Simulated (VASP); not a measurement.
# VH2 (Fm-3m) in VASP: a series of runs

Runs on VH2. Level: LDA. Tasks: single point.

All numbers are computed with VASP 6.6.1; they aren't measurements. Logs are shortened: lines on timing, memory, paths and dates and some standing lists are left out, and cuts for length are marked.

### Step 1. The cell of the first run

It takes space group Fm-3m (No. 225, cubic). The conventional cell has a = 3.390 Å, b = 3.390 Å, c = 3.390 Å, α = 90.00°, β = 90.00°, γ = 90.00°. V (site symmetry m-3m) has 8 H at 1.47 Å within 2.0 Å. Within 2.0 Å of H (site symmetry -43m) lie 4 V at 1.47 Å and 6 H at 1.69 Å.

### Step 2. Single point, LDA, collinear spin, ferromagnetic start

File INCAR:

```
SYSTEM = VH2
ALGO     = Normal         ! electronic algorithm
EDIFF    = 1E-6           ! SCF threshold, eV
ENCUT    = 520            ! plane-wave cutoff, eV
ISIF     = 2              ! what is computed and relaxed
ISMEAR   = -1             ! smearing method
ISPIN    = 2              ! spin polarisation
LASPH    = .True.         ! aspherical terms in the spheres
LCHARG   = .True.         ! write CHGCAR
LELF     = .True.         ! ELF
LMAXMIX  = 4              ! l up to which the mixer works
LORBIT   = 11             ! projections on sites
LREAL    = .False.        ! projectors in reciprocal space
LVHAR    = .True.       
LWAVE    = .False.        ! write WAVECAR
MAGMOM   = 1.5 0 0        ! initial moments
NBANDS   = 18             ! bands
NELM     = 150            ! most SCF steps
PREC     = Accurate       ! precision mode
SIGMA    = 0.05           ! smearing width, eV
```

File KPOINTS:

```
k-points
0
Gamma
  15 15 15
  0 0 0
```

File POSCAR:

```
VH2
1.0
    0.0000000000      1.6949474732      1.6949474732
    1.6949474732      0.0000000000      1.6949474732
    1.6949474732      1.6949474732      0.0000000000
V H
1 2
Direct
    0.0000000000      0.0000000000      0.0000000000
    0.2500000000      0.2500000000      0.2500000000
    0.7500000000      0.7500000000      0.7500000000
```

Potentials or basis: VASP PAW LDA potentials, release 64 (V_sv, H).

Launch:

```bash
cat potpaw_LDA.64/V_sv/POTCAR potpaw_LDA.64/H/POTCAR > POTCAR
mpirun -np 1 vasp_std > vasp.out
```

OUTCAR:

```text
SYSTEM = VH2
   EDIFF = 1E-6
   ENCUT = 520
   ISIF = 2
   ISMEAR = -1
   ISPIN = 2
   LASPH = .True.
   LORBIT = 11
   LREAL = .False.
   NELM = 150
   PREC = Accurate

 ion  position               nearest neighbor table
   1  0.000  0.000  0.000-   3 1.47   3 1.47   3 1.47   2 1.47   3 1.47   2 1.47   2 1.47   2 1.47

   2  0.250  0.250  0.250-   1 1.47   1 1.47   1 1.47   1 1.47
   3  0.750  0.750  0.750-   1 1.47   1 1.47   1 1.47   1 1.47

  LATTYP: Found a face centered cubic cell.
 ALAT       =     3.3898949464

  Lattice vectors:

 A1 = (   0.0000000000,   1.6949474732,   1.6949474732)
 A2 = (   1.6949474732,   0.0000000000,   1.6949474732)
 A3 = (   1.6949474732,   1.6949474732,   0.0000000000)

Analysis of symmetry for initial positions (statically):
=====================================================================
 Subroutine PRICEL returns:
 Original cell was already a primitive cell.

 Routine SETGRP: Setting up the symmetry group for a
 face centered cubic supercell.

 Subroutine GETGRP returns: Found 48 space group operations
 (whereof 48 operations were pure point group operations)
 out of a pool of 48 trial point group operations.

The static configuration has the point symmetry O_h .

Analysis of symmetry for dynamics (positions and initial velocities):
=====================================================================
 Subroutine PRICEL returns:
 Original cell was already a primitive cell.

 Routine SETGRP: Setting up the symmetry group for a
 face centered cubic supercell.

 Subroutine GETGRP returns: Found 48 space group operations
 (whereof 48 operations were pure point group operations)
 out of a pool of 48 trial point group operations.

The dynamic configuration has the point symmetry O_h .

Analysis of structural, dynamic, and magnetic symmetry:
=====================================================================
 Subroutine PRICEL returns:
 Original cell was already a primitive cell.

 Routine SETGRP: Setting up the symmetry group for a
 face centered cubic supercell.

 Subroutine GETGRP returns: Found 48 space group operations
 (whereof 48 operations were pure point group operations)
 out of a pool of 48 trial point group operations.

The overall configuration has the point symmetry O_h .

 Subroutine INISYM returns: Found 48 space group operations
 (whereof 48 operations are pure point group operations),
 and found     1 'primitive' translations

----------------------------------------------------------------------------------------

                                     Primitive cell

  volume of cell :       9.7386

  direct lattice vectors                    reciprocal lattice vectors
     0.000000000  1.694947473  1.694947473    -0.294994392  0.294994392  0.294994392
     1.694947473  0.000000000  1.694947473     0.294994392 -0.294994392  0.294994392
     1.694947473  1.694947473  0.000000000     0.294994392  0.294994392 -0.294994392

  length of vectors
     2.397017704  2.397017704  2.397017704     0.510945276  0.510945276  0.510945276

  position of ions in fractional coordinates (direct lattice)
     0.000000000  0.000000000  0.000000000
     0.250000000  0.250000000  0.250000000
     0.750000000  0.750000000  0.750000000

  ion indices of the primitive-cell ions
   primitive index   ion index
                 1           1
                 2           2
                 3           3

----------------------------------------------------------------------------------------

 KPOINTS: k-points

Automatic generation of k-mesh.
 Grid dimensions read from file:
 generate k-points for:   15   15   15

 Generating k-lattice:

  Cartesian coordinates                     Fractional coordinates (reciprocal lattice)
    -0.019666293  0.019666293  0.019666293     0.066666667  0.000000000  0.000000000
     0.019666293 -0.019666293  0.019666293     0.000000000  0.066666667  0.000000000
     0.019666293  0.019666293 -0.019666293     0.000000000  0.000000000  0.066666667

  Length of vectors
     0.034063018  0.034063018  0.034063018

  Shift w.r.t. Gamma in fractional coordinates (k-lattice)
     0.000000000  0.000000000  0.000000000

 Subroutine IBZKPT returns following result:
 ===========================================

 Found    120 irreducible k-points:

 Following reciprocal coordinates:
            Coordinates               Weight
  0.000000  0.000000  0.000000      1.000000
  0.066667  0.000000  0.000000      8.000000
  0.133333  0.000000  0.000000      8.000000
  0.200000  0.000000  0.000000      8.000000
  0.266667  0.000000  0.000000      8.000000
  0.333333  0.000000  0.000000      8.000000
[... 16 lines left out ...]
  0.133333  0.133333  0.000000      6.000000
  0.200000  0.133333  0.000000     24.000000
 [... further k-points ...]
   k-points           NKPTS =    120   k-points in BZ     NKDIM =    120   number of bands    NBANDS=     18
   number of dos      NEDOS =    301   number of ions     NIONS =      3
   total plane-waves  NPLWV =   5832
   dimension x,y,z NGX =    18 NGY =   18 NGZ =   18
   dimension x,y,z NGXF=    36 NGYF=   36 NGZF=   36
   ions per type =               1   2
   NGX,Y,Z   is equivalent  to a cutoff of  12.48, 12.48, 12.48 a.u.
   NGXF,Y,Z  is equivalent  to a cutoff of  24.97, 24.97, 24.97 a.u.
 SYSTEM =  VH2
   PREC   = accura    normal or accurate (medium, high low for compatibility)
   ISTART =      0    job   : 0-new  1-cont  2-samecut
   ICHARG =      2    charge: 1-file 2-atom 10-const
   ISPIN  =      2    spin polarized calculation?
   LNONCOLLINEAR =      F non collinear calculations
   LSORBIT =      F    spin-orbit coupling
   LASPH  =      T    aspherical Exc in radial PAW
   ENCUT  =  520.0 eV  38.22 Ry    6.18 a.u.   4.46  4.46  4.46*2*pi/ulx,y,z
   NELM   =    150;   NELMIN=  2; NELMDL= -5     # of ELM steps
   EDIFF  = 0.1E-05   stopping-criterion for ELM
   LREAL  =      F    real-space projection
[... 7 lines left out ...]
   TEBEG  =    0.0;   TEEND  =   0.0 temperature during run
   PSTRESS=    0.0 pullay stress
   NELECT =      15.0000    total number of electrons
   NUPDOWN=      -1.0000    fix difference up-down
   EMIN   =  10.00;   EMAX   =-10.00  energy-range for DOS
   EFERMI =   0.00;   METHOD = LEGACY
   ISMEAR =    -1;   SIGMA  =   0.05  broadening in eV -4-tet -1-fermi 0-gaus
   EFERMI_NEDOS =   21; number of points for ismear=-14 and -15
   IALGO  =     38    algorithm
   IMIX   =      4    mixing-type and parameters
     AMIX     =   0.40;   BMIX     =  1.00
     AMIX_MAG =   1.60;   BMIX_MAG =  1.00
  volume/ion in A,a.u.               =       3.25        21.91
  Fermi-wavevector in a.u.,A,eV,Ry     =   1.890626  3.572765 48.633583  3.574467
  Thomas-Fermi vector in A             =   2.931951
   LORBIT       =     11    0 simple, 1 ext, 2 COOP (PROOUT), +10 PAW based schemes
   GGA     = CA    functional components
   LHFCALC =     F    Hartree Fock is set to
   AEXX    =    0.0000 exact exchange contribution
   IVDW    =     0    specifies the selected vdW correction
   LEPSILON=     F    determine dielectric tensor
   LRPA    =     F    only Hartree local field effects (RPA)
 spin polarized calculation
  energy-cutoff  :      520.00
  volume of cell :        9.74
 maximum number of plane-waves:       274
 NGX is ok and might be reduce to    18
   NGX =  9   NGY =  9   NGZ =  9

 number of electron      15.0000009 magnetization      -0.0003532

 number of electron      15.0000009 magnetization       0.0000589

 Free energy of the ion-electron system (eV)
  ---------------------------------------------------
  ext. energy  EPLUGINS =         0.00000000
  ---------------------------------------------------
  free energy    TOTEN  =       -11.95326402 eV

  energy without entropy =      -11.94725454  energy(sigma->0) =      -11.95025928

 E-fermi :  17.7051     XC(G=0): -16.3420

 val. band max:       17.6927055273   @ k =  -0.4000   0.2667   0.0667
 cond. band min:      17.7197280760   @ k =   0.2667   0.2000   0.0667
 fundamental gap:      0.0270225487
 Fermi energy:        17.7051182742

 spin component 1

 k-point     1 :       0.0000    0.0000    0.0000
  band No.  band energies     occupation
      1     -46.3336      1.00000
      2     -18.9643      1.00000
      3     -18.9643      1.00000
      4     -18.9643      1.00000
      5       3.2008      1.00000
      6      15.5002      1.00000
[... 10 lines left out ...]
     17      50.9163      0.00000
     18      50.9163      0.00000
[... 463 lines left out ...]
 k-point    24 :       0.2000    0.1333    0.0000
  band No.  band energies     occupation
      1     -46.0504      1.00000
      2     -19.9392      1.00000
      3     -19.2155      1.00000
      4     -19.1987      1.00000
      5       5.2375      1.00000
      6      11.1577      1.00000
[... 10 lines left out ...]
     17      51.7169      0.00000
     18      52.6540      0.00000

 [... further k-points ...]

 spin component 2

 k-point     1 :       0.0000    0.0000    0.0000
  band No.  band energies     occupation
      1     -46.3337      1.00000
      2     -18.9644      1.00000
      3     -18.9644      1.00000
      4     -18.9644      1.00000
      5       3.2008      1.00000
      6      15.5002      1.00000
[... 10 lines left out ...]
     17      50.9162      0.00000
     18      50.9162      0.00000
[... 463 lines left out ...]
 k-point    24 :       0.2000    0.1333    0.0000
  band No.  band energies     occupation
      1     -46.0505      1.00000
      2     -19.9392      1.00000
      3     -19.2156      1.00000
      4     -19.1988      1.00000
      5       5.2376      1.00000
      6      11.1578      1.00000
[... 10 lines left out ...]
     17      51.7168      0.00000
     18      52.6539      0.00000

 [... further k-points ...]

------------------------ aborting loop because EDIFF is reached ----------------------------------------

  FORCE on cell =-STRESS in cart. coord.  units (eV):
  Direction    XX          YY          ZZ          XY          YZ          ZX
  --------------------------------------------------------------------------------------
  -------------------------------------------------------------------------------------
  Total       23.8080823     23.8080823     23.8080823      0.0000000      0.0000000      0.0000000
  in kB     3916.8439617   3916.8439617   3916.8439617      0.0000000      0.0000000      0.0000000
  external PRESSURE =    3916.8439617 kB  Pullay stress =       0.0000000 kB

 VOLUME and BASIS-vectors are now :
 -----------------------------------------------------------------------------
  energy-cutoff  :      520.00
  volume of cell :        9.74
      direct lattice vectors                 reciprocal lattice vectors
     0.000000000  1.694947473  1.694947473    -0.294994392  0.294994392  0.294994392
     1.694947473  0.000000000  1.694947473     0.294994392 -0.294994392  0.294994392
     1.694947473  1.694947473  0.000000000     0.294994392  0.294994392 -0.294994392

 POSITION                                       TOTAL-FORCE (eV/Angst)
 -----------------------------------------------------------------------------------
      0.00000      0.00000      0.00000         0.000000      0.000000      0.000000
      0.84747      0.84747      0.84747         0.000000     -0.000000      0.000000
      2.54242      2.54242      2.54242        -0.000000     -0.000000     -0.000000
 -----------------------------------------------------------------------------------
    total drift:                                0.000000      0.000000     -0.000000

  FREE ENERGIE OF THE ION-ELECTRON SYSTEM (eV)
  ---------------------------------------------------
  free  energy   TOTEN  =       -11.9532640194 eV

  energy  without entropy=      -11.9472545420  energy(sigma->0) =      -11.95025928

 total charge

# of ion       s       p       d       tot
------------------------------------------
    1        2.481   6.717   4.444  13.642
    2        0.782   0.105   0.000   0.886
    3        0.782   0.105   0.000   0.886
--------------------------------------------------
tot          4.045   6.926   4.444  15.414

 magnetization (x)

# of ion       s       p       d       tot
------------------------------------------
    1        0.000   0.000  -0.000  -0.000
    2        0.000  -0.000   0.000   0.000
    3        0.000  -0.000   0.000   0.000
--------------------------------------------------
tot          0.000  -0.000  -0.000  -0.000
```

Run time: 73 s. Hardware: 1 thread of Intel Xeon 8259CL, shared host; peak memory 0.15 GiB.

Results:

| Item | Value |
| --- | --- |
| Free energy | -11.9533 eV |
| Pressure | 391.7 GPa |
| Net moment | 0.00 μB per cell |

Caveat: the cell stands under pressure.

### Step 3. Single point, LDA, collinear spin, ferromagnetic start (3.25 Å³/atom)

File INCAR:

```
PREC = Accurate ; ENCUT = 520
EDIFF = 1E-6 ; ISMEAR = -1
SIGMA = 0.05 ; LREAL = F
LASPH = T ; NELM = 150
ALGO = Normal ; ISIF = 2
LWAVE = F ; LCHARG = F
ISPIN = 2 ; MAGMOM = 1.5 0 0
LORBIT = 11 ; LMAXMIX = 4
NBANDS = 18
```

File KPOINTS:

```
Automatic mesh
0
Gamma
  15 15 15
```

POSCAR is that of step 2.

Potentials or basis: VASP PAW LDA potentials, release 64 (V_sv, H).

Launch:

```bash
cat potpaw_LDA.64/V_sv/POTCAR potpaw_LDA.64/H/POTCAR > POTCAR
mpirun -np 1 vasp_std > vasp.out
```

It took 62 s on 1 thread of Intel Xeon 8259CL, shared host; peak memory 0.15 GiB.

Results (log left out):

```yaml
Free_energy: -11.9533 eV
Pressure: 391.7 GPa
Net_moment: 0.00 μB per cell
```

Levels at points of the mesh, in eV from the Fermi level:
Spin up:
```
           k point  band 6  band 7  band 8  band 9  band 10  band 11
(0.00, 0.00, 0.00)   -2.20   -2.20   -2.20    1.85     1.85     1.98
```
Spin down:
| k point | band 4 | band 5 | band 6 | band 7 | band 8 | band 9 | band 10 | band 11 | band 12 | band 13 |
| --- | --- | --- | --- | --- | --- | --- | --- | --- | --- | --- |
| (0.00, 0.00, 0.00) | -36.67 | -14.50 | -2.20 | -2.20 | -2.20 | 1.85 | 1.85 | 1.98 | 23.10 | 23.65 |

Caveat: the cell stands under pressure.
